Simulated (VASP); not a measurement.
MgS:

```xyz
2
Lattice="0.0000 2.8141 2.8141 2.8141 0.0000 2.8141 2.8141 2.8141 0.0000" Properties=species:S:1:pos:R:3 pbc="T T T"
S     1.4071    1.4071    1.4071
Mg    0.0000    0.0000    0.0000
```

Program: VASP 6.6.1. Alike in all runs: task single point; no spin polarisation; cell as given; cutoff (eV) 520; smearing fermi-dirac 0.05 eV.

Order these runs on this cell by their band gap on the k mesh, lowest first.
A. level r2SCAN; potentials or basis VASP PAW PBE potentials, release 64 (S, Mg); k mesh 8 × 8 × 8
B. level LDA; potentials or basis VASP PAW LDA potentials, release 64 (S, Mg); k mesh 8 × 8 × 8
C. level HSE06; potentials or basis VASP PAW PBE potentials, release 64 (S, Mg); k mesh 6 × 6 × 6; grid for exact exchange (PRECFOCK) Normal; screening parameter 0.2079 1/Å
D. level PBE0; potentials or basis VASP PAW PBE potentials, release 64 (S, Mg); k mesh 6 × 6 × 6; grid for exact exchange (PRECFOCK) Normal

B (3.28 eV), A (4.23 eV), C (4.61 eV), D (5.30 eV).

A k mesh can miss the band edges.
